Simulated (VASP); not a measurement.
# Al5Ru (P-6m2) in VASP: further runs, part 2 of 2

VASP 6.6.1. The steps go on from the part before.

### Step 4. Single point, PBE

This run uses another cell than the first one, of 15.88 Å³/atom.

Input file INCAR:

```
SYSTEM = Al5Ru
PREC     = Accurate       ! precision mode
ENCUT    = 520            ! plane-wave cutoff, eV
EDIFF    = 1E-6           ! SCF threshold, eV
ISMEAR   = 0              ! smearing method
SIGMA    = 0.1            ! smearing width, eV
LREAL    = .FALSE.        ! projectors in reciprocal space
LASPH    = .TRUE.         ! aspherical terms in the spheres
NELM     = 60             ! most SCF steps
ALGO     = Fast           ! electronic algorithm
ISIF     = 2              ! what is computed and relaxed
LWAVE    = .FALSE.        ! write WAVECAR
LCHARG   = .FALSE.        ! write CHGCAR
GGA      = PE             ! functional
NBANDS   = 24             ! bands
```

Input file KPOINTS:

```
Automatic mesh
0
G
  18 18 4
  0 0 0
```

Input file POSCAR:

```
Al5Ru
1.0
    2.8879611369      0.0000000000      0.0000000000
   -1.4439805685      2.5010477097      0.0000000000
    0.0000000000      0.0000000000     13.1872005119
Al Ru
5 1
Direct
    0.0000000000      0.0000000000      0.6755788573
    0.3333333333      0.6666666667      0.8533034399
    0.3333333333      0.6666666667      0.1466965601
    0.0000000000      0.0000000000      0.3244211427
    0.3333333333      0.6666666667      0.5000000000
    0.6666666667      0.3333333333      0.0000000000
```

Potentials or basis: VASP PAW PBE potentials, release 64 (Al, Ru_pv).

Command:

```bash
cat potpaw_PBE.64/Al/POTCAR potpaw_PBE.64/Ru_pv/POTCAR > POTCAR
mpirun -np 1 vasp_std > vasp.out
```

OUTCAR:

```text
SYSTEM = Al5Ru
   PREC = Accurate
   ENCUT = 520
   EDIFF = 1E-6
   ISMEAR = 0
   LREAL = .FALSE.
   LASPH = .TRUE.
   NELM = 60
   ISIF = 2
   GGA = PE

 ion  position               nearest neighbor table
   1  0.000  0.000  0.676-   5 2.85   5 2.85   5 2.85   2 2.88   2 2.88   2 2.88
   2  0.333  0.667  0.853-   6 2.55   6 2.55   6 2.55   1 2.88   1 2.88   1 2.88
   3  0.333  0.667  0.147-   6 2.55   6 2.55   6 2.55   4 2.88   4 2.88   4 2.88
   4  0.000  0.000  0.324-   5 2.85   5 2.85   5 2.85   3 2.88   3 2.88   3 2.88
   5  0.333  0.667  0.500-   1 2.85   4 2.85   1 2.85   4 2.85   1 2.85   4 2.85
   6  0.667  0.333  0.000-   2 2.55   3 2.55   2 2.55   3 2.55   2 2.55   3 2.55

  LATTYP: Found a hexagonal cell.
 ALAT       =     2.8879611369
 C/A-ratio  =     4.5662666105

  Lattice vectors:

 A1 = (   2.8879611369,   0.0000000000,   0.0000000000)
 A2 = (  -1.4439805685,   2.5010477097,   0.0000000000)
 A3 = (   0.0000000000,   0.0000000000,  13.1872005119)

Analysis of symmetry for initial positions (statically):
=====================================================================
 Subroutine PRICEL returns:
 Original cell was already a primitive cell.

[... 183 lines left out ...]
 fundamental gap:      0.0204778750
 Fermi energy:         8.5401214483

 k-point     1 :       0.0000    0.0000    0.0000
  band No.  band energies     occupation
      1     -33.5160      2.00000
      2     -33.5106      2.00000
      3     -33.5106      2.00000
      4      -2.2726      2.00000
      5      -1.4634      2.00000
      6      -0.9635      2.00000
[... 637 lines left out ...]
     23      13.1167      0.00000
     24      13.8579      0.00000

 [... further k-points ...]

------------------------ aborting loop because EDIFF is reached ----------------------------------------

  FORCE on cell =-STRESS in cart. coord.  units (eV):
  Direction    XX          YY          ZZ          XY          YZ          ZX
  --------------------------------------------------------------------------------------
  -------------------------------------------------------------------------------------
  Total       -0.0028918     -0.0028918     -0.0165285      0.0000000      0.0000000      0.0000000
  in kB       -0.0486420     -0.0486420     -0.2780220      0.0000000      0.0000000      0.0000000
  external PRESSURE =      -0.1251020 kB  Pullay stress =       0.0000000 kB

 VOLUME and BASIS-vectors are now :
 -----------------------------------------------------------------------------
  energy-cutoff  :      520.00
  volume of cell :       95.25
      direct lattice vectors                 reciprocal lattice vectors
     2.887961137  0.000000000  0.000000000     0.346265047  0.199916218  0.000000000
    -1.443980569  2.501047710  0.000000000     0.000000000  0.399832437  0.000000000
     0.000000000  0.000000000 13.187200512     0.000000000  0.000000000  0.075831106

 POSITION                                       TOTAL-FORCE (eV/Angst)
 -----------------------------------------------------------------------------------
      0.00000      0.00000      8.90899         0.000000      0.000000      0.001789
     -0.00000      1.66737     11.25268        -0.000000      0.000000     -0.005639
     -0.00000      1.66737      1.93452        -0.000000      0.000000      0.005639
      0.00000      0.00000      4.27821         0.000000      0.000000     -0.001789
     -0.00000      1.66737      6.59360         0.000000      0.000000     -0.000000
      1.44398      0.83368      0.00000         0.000000     -0.000000     -0.000000
 -----------------------------------------------------------------------------------
    total drift:                               -0.000000      0.000000      0.000000

  FREE ENERGIE OF THE ION-ELECTRON SYSTEM (eV)
  ---------------------------------------------------
  free  energy   TOTEN  =       -28.7091983258 eV

  energy  without entropy=      -28.6957982585  energy(sigma->0) =      -28.70249829
```

Wall time 5.7 min (1 thread of Intel Xeon Platinum 8375C at 2.90GHz (Ice Lake), shared host); peak memory 0.38 GiB.

What came out:

| Quantity | Value |
| --- | --- |
| Free energy | -28.7092 eV |
| Pressure | 0.0 GPa |
| Largest force | 0.006 eV/Å |
| Band gap on the k mesh | zero (an odd number of electrons rules out a gap without spin polarisation) |

Forces in eV/Å, atoms in the order of the input:
```
Al   0.000  0.000  0.002
Al   0.000  0.000 -0.006
Al   0.000  0.000  0.006
Al   0.000  0.000 -0.002
Al   0.000  0.000  0.000
Ru   0.000  0.000  0.000
```

Levels at points of the mesh, in eV from the Fermi level:
```tsv
k point	band 13	band 14	band 15	band 16	band 17	band 18
(0.00, 0.00, 0.00)	-1.16	-0.19	-0.19	2.60	4.66	9.14
(0.50, 0.00, 0.00)	-1.22	-1.03	-0.81	-0.49	1.35	2.43
(0.00, 0.00, 0.50)	-0.43	-0.19	-0.19	1.54	5.86	7.96
(0.50, 0.00, 0.50)	-2.13	-1.03	0.17	0.52	0.70	1.35
```

### Step 5. Relaxation of cell and atoms, PBE

This run uses another cell than the first one, of 15.94 Å³/atom.

Input file INCAR:

```
  PREC = Accurate
  ENCUT = 600
  EDIFF = 1E-6
  ISMEAR = 0
  SIGMA = 0.1
  LREAL = False
  LASPH = True
  NELM = 60
  ALGO = Fast
  ISIF = 3
  LWAVE = False
  LCHARG = False
  GGA = PE
  IBRION = 2
  NSW = 100
  EDIFFG = -0.01
```

Input file KPOINTS:

```
regular mesh
0
Gamma
  12 12 4
```

Input file POSCAR:

```
Al5Ru
1.0
    2.8956546457      0.0000000000      0.0000000000
   -1.4478273229      2.5077104838      0.0000000000
    0.0000000000      0.0000000000     13.1715583339
Al Ru
5 1
Direct
    0.0000000000      0.0000000000      0.6766776051
    0.3333333333      0.6666666667      0.8532265521
    0.3333333333      0.6666666667      0.1467734479
    0.0000000000      0.0000000000      0.3233223949
    0.3333333333      0.6666666667      0.5000000000
    0.6666666667      0.3333333333      0.0000000000
```

Command:

```bash
cat potpaw_PBE.64/Al/POTCAR potpaw_PBE.64/Ru_pv/POTCAR > POTCAR
mpirun -np 1 vasp_std > vasp.out
```

It took 11 min on 1 thread of Intel Xeon Platinum 8375C at 2.90GHz (Ice Lake), shared host; peak memory 0.32 GiB.

Results (log left out):

- Free energy: -28.6967 eV
- Relaxed volume: 15.85 Å³/atom
- Relaxed cell: a = 2.878 Å, b = 2.878 Å, c = 13.254 Å, α = 90.00°, β = 90.00°, γ = 120.00°
- Space group after relaxing (to 0.1 Å): P-6m2 (No. 187)
- Energy gained by relaxing: 0.7 meV/atom
- Ionic steps: 10
- Pressure after relaxing: 0.0 GPa
- Largest force after relaxing: 0.004 eV/Å
- Band gap on the k mesh: zero (an odd number of electrons rules out a gap without spin polarisation)

Forces in eV/Å, atoms in the order of the input:
```
Al   0.000  0.000 -0.004
Al   0.000  0.000 -0.004
Al   0.000  0.000  0.004
Al   0.000  0.000  0.004
Al   0.000  0.000  0.000
Ru   0.000  0.000  0.000
```

The path:
| step | energy change (eV) | largest force (eV/Å) | pressure (GPa) | volume (Å³) |
| --- | --- | --- | --- | --- |
| 1 | 0.0000 | 0.0557 | -0.50 | 95.64 |
| 2 | -0.0025 | 0.0402 | 0.24 | 94.95 |
| 3 | -0.0026 | 0.0385 | 0.31 | 94.88 |
| 4 | -0.0038 | 0.0249 | 0.07 | 95.01 |
| 5 | -0.0038 | 0.0199 | -0.04 | 95.06 |
| 6 | -0.0038 | 0.0213 | 0.01 | 95.05 |
| 7 | -0.0038 | 0.0211 | 0.02 | 95.05 |
| 8 | -0.0038 | 0.0206 | 0.00 | 95.05 |
| 9 | -0.0039 | 0.0129 | -0.01 | 95.07 |
| 10 | -0.0039 | 0.0041 | -0.01 | 95.08 |

Final structure:
```
Al Ru
1.0
     2.87811    0.00000    0.00000
    -1.43906    2.49252    0.00000
     0.00000    0.00000   13.25356
Al Ru
5 1
Direct
  0.00000 0.00000 0.67594
  0.33333 0.66667 0.85324
  0.33333 0.66667 0.14676
  0.00000 0.00000 0.32406
  0.33333 0.66667 0.50000
  0.66667 0.33333 0.00000
```

Levels at points of the mesh, in eV from the Fermi level:
| k point | band 11 | band 12 | band 13 | band 14 | band 15 | band 16 | band 17 | band 18 |
| --- | --- | --- | --- | --- | --- | --- | --- | --- |
| (0.00, 0.00, 0.00) | -1.78 | -1.78 | -1.27 | -0.18 | -0.18 | 2.45 | 4.50 | 8.98 |
| (0.50, 0.00, 0.00) | -3.26 | -1.68 | -1.26 | -1.02 | -0.83 | -0.50 | 1.35 | 2.37 |
| (0.00, 0.00, 0.50) | -1.78 | -1.78 | -0.55 | -0.18 | -0.18 | 1.41 | 5.70 | 7.78 |
| (0.50, 0.00, 0.50) | -2.70 | -2.28 | -2.14 | -1.02 | 0.11 | 0.51 | 0.68 | 1.35 |

### Step 6. Overview

| task | spin | cell | k mesh | cutoff (eV) | gap on the mesh (eV) | pressure (GPa) | relaxed volume (Å³/atom) | largest force (eV/Å) |
| --- | --- | --- | --- | --- | --- | --- | --- | --- |
| relaxation of cell and atoms | off | relaxed from a = 2.983, b = 2.983, c = 12.504 Å, angles 90.0, 90.0, 120.0°, 6 atoms, atomic positions A | 6 × 6 × 2 | 600 | none | -0.1 | 15.93 | 0.03 |
| single point | collinear, ferromagnetic start | a = 2.896, b = 2.896, c = 13.172 Å, angles 90.0, 90.0, 120.0°, 6 atoms, atomic positions B | 6 × 6 × 2 | 520 | none | -0.1 | - | 0.02 |
| single point | off | a = 2.888, b = 2.888, c = 13.187 Å, angles 90.0, 90.0, 120.0°, 6 atoms, atomic positions C | 18 × 18 × 4 | 520 | none | 0.0 | - | 0.01 |
| relaxation of cell and atoms | off | relaxed from a = 2.896, b = 2.896, c = 13.172 Å, angles 90.0, 90.0, 120.0°, 6 atoms, atomic positions B | 12 × 12 × 4 | 600 | none | 0.0 | 15.85 | - |

Alike in all rows: level PBE; potentials or basis VASP PAW PBE potentials, release 64 (Al, Ru_pv); smearing gaussian 0.1 eV.

Caveats: some runs use coarse meshes.

Absolute energies hang on the potentials; compare differences alone.

The gap in the log of VASP goes by the Fermi energy; the results here count the filled bands.